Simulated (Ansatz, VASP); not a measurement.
## Two plane-wave programs on ZnO

The input POSCAR:

```
ZnO
1.0
    3.2709296136      0.0000000000      0.0000000000
   -1.6354648068      2.8327081393      0.0000000000
    0.0000000000      0.0000000000      5.1513321237
Zn O
2 2
Direct
    0.3333333333      0.6666666667     -0.0052082116
    0.6666666667      0.3333333333      0.4947917884
    0.3333333333      0.6666666667      0.3802082116
    0.6666666667      0.3333333333      0.8802082116
```

Contents of INCAR.step1:

```
SYSTEM = ZnO
ALGO = Normal
EDIFF = 1E-4
ENCUT = 520
GGA = PE
ISMEAR = 0
LASPH = .True.
LCHARG = .False.
LREAL = .False.
LWAVE = .True.
NBANDS = 26
NELM = 80
PREC = Accurate
SIGMA = 0.01
```

Contents of INCAR.step2:

```
SYSTEM = ZnO
ALGO = Normal
EDIFF = 1E-6
ENCUT = 520
ISIF = 2
ISMEAR = 0
ISTART = 1
LASPH = .True.
LCHARG = .False.
LMIXTAU = .True.
LREAL = .False.
LWAVE = .False.
METAGGA = R2SCAN
NBANDS = 26
NELM = 80
PREC = Accurate
SIGMA = 0.01
```

The input KPOINTS:

```
k-points
0
Gamma
  12 12 6
  0 0 0
```

Input for Ansatz:

```yaml
crystal:
  lattice:
    - [3.2709296136, 0.0, 0.0]
    - [-1.6354648068, 2.8327081393, 0.0]
    - [0.0, 0.0, 5.1513321237]
  atoms:
    - { symbol: Zn, position: [0.3333333333, 0.6666666667, -0.0052082116] }
    - { symbol: Zn, position: [0.6666666667, 0.3333333333, 0.4947917884] }
    - { symbol: O, position: [0.3333333333, 0.6666666667, 0.3802082116] }
    - { symbol: O, position: [0.6666666667, 0.3333333333, 0.8802082116] }
kpoints:
  mp_grid: { grid: [12, 12, 6] }
  band_path:
    path:
      - [0.0, 0.0, 0.0]
      - [0.5, 0.0, 0.0]
      - [0.3333333333, 0.3333333333, 0.0]
      - [0.0, 0.0, 0.5]
      - [0.5, 0.0, 0.5]
      - [0.3333333333, 0.3333333333, 0.5]
    npoints: 1
hamiltonian:
  xc: r2scan
scf:
  occupations: { method: fixed }
  n_extra_bands: 5
output:
  forces: true
  stress: true
  eigenvalues: true
```

Change from the starting cell: epitaxial_xy strain +1.1%.

Alike in both runs: task single point; functional r2SCAN; k mesh 12 × 12 × 6; no spin polarisation.

|  | VASP | Ansatz |
| --- | --- | --- |
| version | VASP 6.6.1 | Ansatz 0.2.0 |
| potentials or method | VASP PAW PBE potentials, release 64 (Zn, O) | plane waves, PAW |
| plane-wave cutoff (eV) | 520 | 500 |
| occupations | gaussian, width 0.01 eV | fixed |
| valence electrons in the cell | 36 | 36 |

|  | VASP | Ansatz | Ansatz less VASP |
| --- | --- | --- | --- |
| gap on the k mesh at the Fermi level (eV) | 1.24 | 1.25 | +0.004 |
| pressure (GPa) | -0.7 | -1.6 | -0.94 |
| traceless stress, the component that is largest in VASP (GPa) | 1.66 | 1.63 | -0.021 |

VASP's potentials were made for PBE, not for r2SCAN.
